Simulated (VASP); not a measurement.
Wanted: the native input for a VASP 6.6.1 run.

```
Task                   : single point
Functional             : PBEsol
Potentials or basis    : VASP PAW PBE potentials, release 64 (Mo_sv)
Cutoff                 : 520 eV
k mesh                 : 16 × 16 × 1
Occupations            : methfessel-paxton, width 0.1 eV
Spin                   : no spin polarisation
Dipole correction      : no
Further INCAR settings : ALGO = Normal; EDIFF = 1e-06; NBANDS = 58
```

The structure of Mo lies in POSCAR:

```
Mo
1.0
    3.1350000000      0.0000000000      0.0000000000
    0.0000000000      3.1350000000      0.0000000000
    0.0000000000      0.0000000000     21.4050000000
Mo
7
Direct
    0.0000000000      0.0000000000      0.2803083392
    0.5000000000      0.5000000000      0.3535388928
    0.0000000000      0.0000000000      0.4267694464
    0.5000000000      0.5000000000      0.5000000000
    0.0000000000      0.0000000000      0.5732305536
    0.5000000000      0.5000000000      0.6464611072
    0.0000000000      0.0000000000      0.7196916608
```

The input as run:

INCAR

```
SYSTEM = Mo
PREC     = Accurate       ! precision mode
ENCUT    = 520            ! plane-wave cutoff, eV
EDIFF    = 1E-6           ! SCF threshold, eV
ISMEAR   = 1              ! smearing method
SIGMA    = 0.1            ! smearing width, eV
LREAL    = .False.        ! projectors in reciprocal space
LASPH    = .True.         ! aspherical terms in the spheres
NELM     = 100            ! most SCF steps
ALGO     = Normal         ! electronic algorithm
ISIF     = 2              ! what is computed and relaxed
LWAVE    = .False.        ! write WAVECAR
LCHARG   = .False.        ! write CHGCAR
GGA      = PS             ! functional
NBANDS   = 58             ! bands
```

KPOINTS

```
Automatic mesh
0
Gamma
  16 16 1
  0 0 0
```

Potentials or basis: VASP PAW PBE potentials, release 64 (Mo_sv).

The run is started by

```sh
$ cat potpaw_PBE.64/Mo_sv/POTCAR > POTCAR
$ mpirun -np 1 vasp_std > vasp.out
```

It gave:

* Largest force: 1.616 eV/Å
* Band gap on the k mesh: zero (band 49 reaches 6.18 eV, above the bottom of band 50 at 4.26 eV)

Caveat: the PAW data sets were made with another functional, which shifts forces and pressure a little.

Run time: 8.6 min on 1 thread of AMD EPYC 9R45 96-Core Processor (Zen 5) (shared host), peak memory 0.48 GiB.
